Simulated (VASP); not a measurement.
**PtS2: relaxation of the atoms with PBE**

Crystal: PtS2.

```
Pt S
1.0
     3.36607    0.00000    0.00000
    -1.68304    2.91510    0.00000
     0.00000    0.00000    7.33467
Pt S
1 2
Direct
  0.00000 0.00000 0.00000
  0.33333 0.66667 0.18895
  0.66667 0.33333 0.81105
```

```
Program                : VASP 6.6.1
Task                   : relaxation of the atoms
Functional             : PBE
Potentials or basis    : VASP PAW PBE potentials, release 64 (Pt, S)
Cutoff                 : 520 eV
k mesh                 : 12 × 12 × 6
Occupations            : gaussian, width 0.05 eV
Spin                   : no spin polarisation
Dipole correction      : no
Further INCAR settings : ALGO = Normal; EDIFF = 1e-06; IBRION = 2; EDIFFG = -0.01; NSW = 50
```

```
Energy gained by relaxing    : 6.0 meV/atom
Ionic steps                  : 3
Pressure after relaxing      : 6.5 GPa
Largest force after relaxing : 0.004 eV/Å
Band gap on the k mesh       : 1.49 eV (least direct gap 1.80 eV)
```

Forces in eV/Å, atoms in the order of the input:
```
Pt   0.000  0.000  0.000
S    0.000  0.000 -0.004
S    0.000  0.000  0.004
```

Stress tensor (GPa, compression positive):
```
 9.84  0.00  0.00
 0.00  9.84  0.00
 0.00  0.00 -0.15
```

The path:
```tsv
step	energy change (eV)	largest force (eV/Å)	pressure (GPa)
1	0.0000	0.4846	4.02
2	-0.0156	0.1772	5.62
3	-0.0179	0.0044	6.51
```

Final structure:
```
Pt S
1.0
     3.36607    0.00000    0.00000
    -1.68304    2.91510    0.00000
     0.00000    0.00000    7.33467
Pt S
1 2
Cartesian
  0.0000 0.0000 0.0000
  0.0000 1.9434 1.3499
  1.6830 0.9717 5.9848
```

Levels at points of the mesh, in eV from the valence-band top:
```
           k point  band 7  band 8  band 9  band 10  band 11  band 12  band 13  band 14  band 15
(0.00, 0.00, 0.00)   -3.17   -1.53   -1.16    -0.09    -0.09     3.15     3.15     5.24     6.29
(0.50, 0.00, 0.00)   -2.57   -2.11   -2.05    -1.75    -1.52     2.90     2.93     5.38     6.49
(0.00, 0.00, 0.50)   -3.17   -1.54   -1.36    -0.09    -0.09     3.16     3.16     5.95     6.94
(0.50, 0.00, 0.50)   -2.60   -2.11   -1.94    -1.74    -1.53     2.88     3.07     5.14     6.22
```

It took 3.6 min on 1 thread of Oxide Virtual Turin-like Processor, on a shared host, peak memory 0.25 GiB.

Caveat: spin-orbit coupling is left out, which moves the levels of the heavy elements; this functional lacks dispersion, which binds layers or chains, so the pressure and a relaxed spacing across them are unreliable. As with any semilocal functional, this PBE gap is likely too small.
